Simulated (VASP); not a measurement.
A run of VASP 6.6.1 is set up as follows.

The input INCAR:

```
PREC = Accurate ; ENCUT = 520
EDIFF = 1E-6 ; ISMEAR = 0
SIGMA = 0.1 ; LREAL = F
LASPH = T ; NELM = 60
ALGO = Normal ; ISIF = 2
LWAVE = F ; LCHARG = T
GGA = PE ; LELF = T
LVHAR = T ; NBANDS = 8
```

The input KPOINTS:

```
regular mesh
0
Gamma
  20 20 42
```

File POSCAR:

```
C
1.0
    2.2026838327     -3.7918703098      0.0000000000
    2.2026838327      3.7918703098      0.0000000000
    0.0000000000      0.0000000000      1.2822923790
C
1
Direct
    0.0000000000      0.0000000000      0.0000000000
```

Potentials or basis: VASP PAW PBE potentials, release 64 (C).

The run is started by

```bash
$ cat potpaw_PBE.64/C/POTCAR > POTCAR
$ mpirun -np 1 vasp_std > vasp.out
```

(1) Estimate the band gap on the k mesh.

(2) What does it give for the pressure?

## Answers

(1) zero (band 2 reaches 7.71 eV, above the bottom of band 3 at -6.83 eV).

(2) -0.1 GPa.
